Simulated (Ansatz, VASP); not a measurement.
## K: VASP beside Ansatz

INCAR

```
PREC = Accurate ; ENCUT = 600
EDIFF = 1E-6 ; ISMEAR = -1
SIGMA = 0.1 ; LREAL = F
LASPH = T ; NELM = 60
ALGO = Normal ; ISIF = 3
LWAVE = F ; LCHARG = F
GGA = RE ; IBRION = 2
NSW = 80 ; EDIFFG = -0.01
```

File KPOINTS:

```
regular mesh
0
Gamma
  6 6 6
```

POSCAR

```
K
1.0
    0.0000000000      4.5833978046      4.5833978046
    4.5833978046      0.0000000000      4.5833978046
    4.5833978046      4.5833978046      0.0000000000
K
2
Direct
    0.1250000000      0.1250000000      0.1250000000
    0.8750000000      0.8750000000      0.8750000000
```

Input for Ansatz:

```yaml
crystal:
  lattice:
    - [0.0, 4.5833978046, 4.5833978046]
    - [4.5833978046, 0.0, 4.5833978046]
    - [4.5833978046, 4.5833978046, 0.0]
  atoms:
    - { symbol: K, position: [0.125, 0.125, 0.125] }
    - { symbol: K, position: [0.875, 0.875, 0.875] }
hamiltonian:
  xc: revpbe
  pseudopotentials:
    kind: paw
    azcp:
      K: "pseudopotentials/K.paw.azcp"
basis:
  ecutwfc: 420
  fft_grid_basis: typed
kpoints:
  mp_grid: { grid: [6, 6, 6], shift: [0, 0, 0] }
magnetization:
  spin_polarized: false
scf:
  occupations: { method: fermi_dirac, width: 0.1 }
relax:
  max_steps: 60
  f_tol: 0.01
  cell: {}
```

Alike in both runs: task relaxation of cell and atoms; functional revPBE; k mesh 6 × 6 × 6; occupations fermi-dirac, width 0.1 eV; no spin polarisation.

```csv
,VASP,Ansatz
version,VASP 6.6.1,Ansatz 0.2.0
potentials or method,"VASP PAW PBE potentials, release 64 (K_sv), cutoff 600 eV","plane waves (420 eV) with PAW, scalar-relativistic"
valence electrons in the cell,18,18
```

```tsv
	VASP	Ansatz	Ansatz less VASP
relaxed volume (Å³/atom)	123.13	122.18	-0.948
relaxed length of the cell vector where the two differ most in proportion (Å)	7.036	7.018	-0.0181
```

VASP's potentials were made for PBE, not for revPBE.

Noted on VASP's run: the volume moved by over 15 % at a fixed basis, so the end points are rough.
